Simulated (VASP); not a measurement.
# BN (P6_3/mmc) in VASP: further runs

The runs below take BN through single point, with PBE.

Everything below comes from runs of VASP 6.6.1. Logs are shortened: lines on timing, memory, paths and dates and some standing lists are left out, and cuts for length are marked.

## Step 1: The cell of the first run

It takes space group P6_3/mmc (No. 194, hexagonal). Conventional cell: a = 2.512 Å, b = 2.512 Å, c = 8.010 Å, α = 90.00°, β = 90.00°, γ = 120.00°. Within 1.9 Å of B (site symmetry -6m2) lie 3 N at 1.45 Å. Within 1.9 Å of N (site symmetry -6m2) lie 3 B at 1.45 Å.

## Step 2: Single point, PBE (strain -0.0400 x Voigt [0, 0, 1, 0, 0, 0])

Contents of INCAR:

```
PREC = Accurate
ENCUT = 520
EDIFF = 1E-6
ISMEAR = 0
SIGMA = 0.05
LREAL = F
LASPH = T
NELM = 100
ALGO = Normal
ISIF = 2
LWAVE = F
LCHARG = F
GGA = PE
NBANDS = 16
```

Contents of KPOINTS:

```
regular mesh
0
Gamma
  12 12 4
```

Contents of POSCAR:

```
BN
1.0
    2.5121751215      0.0000000000      0.0000000000
   -1.2560875608      2.1756074740      0.0000000000
    0.0000000000      0.0000000000      8.0099433637
B N
2 2
Direct
    0.3333333333      0.6666666667      0.2500000000
    0.6666666667      0.3333333333      0.7500000000
    0.3333333333      0.6666666667      0.7500000000
    0.6666666667      0.3333333333      0.2500000000
```

Potentials or basis: VASP PAW PBE potentials, release 64 (B, N).

On the command line:

```console
$ cat potpaw_PBE.64/B/POTCAR potpaw_PBE.64/N/POTCAR > POTCAR
$ mpirun -np 1 vasp_std > vasp.out
```

OUTCAR:

```text
PREC = Accurate
   ENCUT = 520
   EDIFF = 1E-6
   ISMEAR = 0
   LREAL = F
   LASPH = T
   NELM = 100
   ISIF = 2
   GGA = PE

 ion  position               nearest neighbor table
   1  0.333  0.667  0.250-   4 1.45   4 1.45   4 1.45
   2  0.667  0.333  0.750-   3 1.45   3 1.45   3 1.45
   3  0.333  0.667  0.750-   2 1.45   2 1.45   2 1.45
   4  0.667  0.333  0.250-   1 1.45   1 1.45   1 1.45

  LATTYP: Found a hexagonal cell.
 ALAT       =     2.5121751215
 C/A-ratio  =     3.1884494417

  Lattice vectors:

 A1 = (   2.5121751215,   0.0000000000,   0.0000000000)
 A2 = (  -1.2560875608,   2.1756074740,   0.0000000000)
 A3 = (   0.0000000000,   0.0000000000,   8.0099433637)

Analysis of symmetry for initial positions (statically):
=====================================================================
 Subroutine PRICEL returns:
 Original cell was already a primitive cell.

 Routine SETGRP: Setting up the symmetry group for a
 hexagonal supercell.

 Subroutine GETGRP returns: Found 24 space group operations
 (whereof 12 operations were pure point group operations)
 out of a pool of 24 trial point group operations.

The static configuration has the point symmetry D_3d.
 The point group associated with its full space group is D_6h.

Analysis of symmetry for dynamics (positions and initial velocities):
=====================================================================
 Subroutine PRICEL returns:
 Original cell was already a primitive cell.

 Routine SETGRP: Setting up the symmetry group for a
 hexagonal supercell.

 Subroutine GETGRP returns: Found 24 space group operations
 (whereof 12 operations were pure point group operations)
 out of a pool of 24 trial point group operations.

The dynamic configuration has the point symmetry D_3d.
 The point group associated with its full space group is D_6h.

 Subroutine INISYM returns: Found 24 space group operations
 (whereof 12 operations are pure point group operations),
 and found     1 'primitive' translations

----------------------------------------------------------------------------------------

                                     Primitive cell

  volume of cell :      43.7784

  direct lattice vectors                    reciprocal lattice vectors
[... 86 lines left out ...]
   LNONCOLLINEAR =      F non collinear calculations
   LSORBIT =      F    spin-orbit coupling
   LASPH  =      T    aspherical Exc in radial PAW
   ENCUT  =  520.0 eV  38.22 Ry    6.18 a.u.   4.67  4.67 14.89*2*pi/ulx,y,z
   NELM   =    100;   NELMIN=  2; NELMDL= -5     # of ELM steps
   EDIFF  = 0.1E-05   stopping-criterion for ELM
   LREAL  =      F    real-space projection
   EDIFFG = 0.1E-04   stopping-criterion for IOM
   NSW    =      0    number of steps for IOM
   IBRION =     -1    ionic relax: 0-MD 1-quasi-New 2-CG
   NFREE  =      0    steps in history (QN), initial steepest desc. (CG)
   ISIF   =      2    stress and relaxation
   ISYM   =      2    0-nonsym 1-usesym 2-fastsym
   POTIM  = 0.5000    time-step for ionic-motion
   TEBEG  =    0.0;   TEEND  =   0.0 temperature during run
   PSTRESS=    0.0 pullay stress
   NELECT =      16.0000    total number of electrons
   NUPDOWN=      -1.0000    fix difference up-down
   EMIN   =  10.00;   EMAX   =-10.00  energy-range for DOS
   EFERMI =   0.00;   METHOD = LEGACY
   ISMEAR =     0;   SIGMA  =   0.05  broadening in eV -4-tet -1-fermi 0-gaus
   EFERMI_NEDOS =   21; number of points for ismear=-14 and -15
   IALGO  =     38    algorithm
   IMIX   =      4    mixing-type and parameters
     AMIX     =   0.40;   BMIX     =  1.00
     AMIX_MAG =   1.60;   BMIX_MAG =  1.00
  volume/ion in A,a.u.               =      10.94        73.86
  Fermi-wavevector in a.u.,A,eV,Ry     =   1.170473  2.211874 18.640088  1.370008
  Thomas-Fermi vector in A             =   2.306931
   LORBIT       =      0    0 simple, 1 ext, 2 COOP (PROOUT), +10 PAW based schemes
   GGA     = PE    functional components
   LHFCALC =     F    Hartree Fock is set to
   AEXX    =    0.0000 exact exchange contribution
   IVDW    =     0    specifies the selected vdW correction
   LEPSILON=     F    determine dielectric tensor
   LRPA    =     F    only Hartree local field effects (RPA)
 non-spin polarized calculation
 Gauss-broadening in eV      SIGMA  =   0.05
  energy-cutoff  :      520.00
  volume of cell :       43.78
 maximum number of plane-waves:      1200
 NGX is ok and might be reduce to    20
   NGX =  9   NGY =  9   NGZ = 29

 number of electron      15.9999998 magnetization

 Free energy of the ion-electron system (eV)
  ---------------------------------------------------
  ext. energy  EPLUGINS =         0.00000000
  ---------------------------------------------------
  free energy    TOTEN  =       -35.20598585 eV

  energy without entropy =      -35.20598585  energy(sigma->0) =      -35.20598585

 E-fermi :   1.1081     XC(G=0):  -8.8329

 val. band max:        0.8680137495   @ k =   0.3333   0.3333   0.5000
 cond. band min:       5.3580628766   @ k =   0.0000   0.0000   0.0000
 fundamental gap:      4.4900491271
 Fermi energy:         1.1081411212

 k-point     1 :       0.0000    0.0000    0.0000
  band No.  band energies     occupation
      1     -16.7707      2.00000
      2     -16.7107      2.00000
      3      -4.7011      2.00000
      4      -3.9267      2.00000
      5      -0.4809      2.00000
      6      -0.4809      2.00000
[... 433 lines left out ...]
      3      -5.9874      2.00000
      4      -5.9800      2.00000
      5      -2.7036      2.00000
      6      -2.6974      2.00000
[... 8 lines left out ...]
     15      16.4888      0.00000
     16      18.5210      0.00000

 [... further k-points ...]
[... 5 lines left out ...]
  --------------------------------------------------------------------------------------
  -------------------------------------------------------------------------------------
  Total        0.0371713      0.0371713      0.0141255     -0.0000000     -0.0000000      0.0000000
  in kB        1.3603750      1.3603750      0.5169574     -0.0000000     -0.0000000      0.0000000
  external PRESSURE =       1.0792358 kB  Pullay stress =       0.0000000 kB

 VOLUME and BASIS-vectors are now :
 -----------------------------------------------------------------------------
  energy-cutoff  :      520.00
  volume of cell :       43.78
      direct lattice vectors                 reciprocal lattice vectors
     2.512175121  0.000000000  0.000000000     0.398061422  0.229820869  0.000000000
    -1.256087561  2.175607474  0.000000000     0.000000000  0.459641738  0.000000000
     0.000000000  0.000000000  8.009943364     0.000000000  0.000000000  0.124844828

 POSITION                                       TOTAL-FORCE (eV/Angst)
 -----------------------------------------------------------------------------------
     -0.00000      1.45040      2.00249        -0.000000      0.000000      0.000000
      1.25609      0.72520      6.00746         0.000000     -0.000000      0.000000
     -0.00000      1.45040      6.00746         0.000000      0.000000      0.000000
      1.25609      0.72520      2.00249        -0.000000     -0.000000      0.000000
 -----------------------------------------------------------------------------------
    total drift:                                0.000000     -0.000000      0.000000

  FREE ENERGIE OF THE ION-ELECTRON SYSTEM (eV)
  ---------------------------------------------------
  free  energy   TOTEN  =       -35.2059858514 eV

  energy  without entropy=      -35.2059858514  energy(sigma->0) =      -35.20598585
```

stdout:

```text
POSCAR found type information on POSCAR B N
 POSCAR found :  2 types and       4 ions
 scaLAPACK will be used
 LDA part: xc-table for (Slater+PW92), standard interpolation
 POSCAR, INCAR and KPOINTS ok, starting setup
 FFT: planning ... GRIDC
 FFT: planning ... GRID_SOFT
 FFT: planning ... GRID
 WAVECAR not read
 entering main loop
```

Run time: 16 s. Hardware: 1 thread of Intel Xeon Platinum 8559C (Emerald Rapids), shared host; peak memory 0.17 GiB.

Results:

```yaml
Free_energy: -35.2060 eV
Pressure: 0.1 GPa
Band_gap_on_the_k_mesh: 4.49 eV, indirect (least direct gap 4.65 eV)
```

Caveat: the cell differs from its parent crystal (strain -0.0400 x Voigt [0, 0, 1, 0, 0, 0]); this functional lacks dispersion, which binds the layers, so the pressure and a relaxed spacing across them are unreliable.

## Step 3: Single point, PBE (strain -0.0200 x Voigt [0, 0, 1, 0, 0, 0])

Contents of INCAR:

```
ALGO = Normal
EDIFF = 1E-7
ENCUT = 520
GGA = PE
ISIF = 2
ISMEAR = 0
LASPH = T
LCHARG = T
LELF = T
LREAL = F
LVHAR = T
LWAVE = F
NBANDS = 16
NELM = 80
PREC = Accurate
SIGMA = 0.05
```

Contents of KPOINTS:

```
k-points
0
Gamma
  12 12 4
```

Edit POSCAR of step 2 so:

```diff
@@ -4,3 +4,3 @@
    -1.2560875608      2.1756074740      0.0000000000
-    0.0000000000      0.0000000000      8.0099433637
+    0.0000000000      0.0000000000      8.1768171838
 B N
```

Potentials or basis: VASP PAW PBE potentials, release 64 (B, N).

On the command line:

```console
$ cat potpaw_PBE.64/B/POTCAR potpaw_PBE.64/N/POTCAR > POTCAR
$ mpirun -np 1 vasp_std > vasp.out
```

It took 20 s on 1 thread of Intel Xeon Platinum 8559C (Emerald Rapids), shared host; peak memory 0.17 GiB.

The run converged. Its results:

| Property | Result |
| --- | --- |
| Free energy | -35.2068 eV |
| Pressure | 0.1 GPa |
| Band gap on the k mesh | 4.44 eV, indirect (least direct gap 4.65 eV) |

Stress tensor (GPa, compression positive):
```
 0.13  0.00  0.00
 0.00  0.13  0.00
 0.00  0.00 -0.03
```

Levels at points of the mesh, in eV from the valence-band top:
```tsv
k point	band 5	band 6	band 7	band 8	band 9	band 10	band 11	band 12
(0.00, 0.00, 0.00)	-1.35	-1.35	-1.35	-1.35	4.44	7.96	10.31	11.50
(0.50, 0.00, 0.00)	-4.12	-4.11	-1.04	-0.76	4.55	5.04	9.42	9.87
(0.00, 0.00, 0.50)	-1.35	-1.35	-1.35	-1.35	5.81	5.81	11.51	11.51
(0.50, 0.00, 0.50)	-4.12	-4.12	-0.90	-0.90	4.76	4.76	9.70	9.70
```

Caveat: the cell differs from its parent crystal (strain -0.0200 x Voigt [0, 0, 1, 0, 0, 0]); this functional lacks dispersion, which binds the layers, so the pressure and a relaxed spacing across them are unreliable.

(Continued in part 2 of 2.)
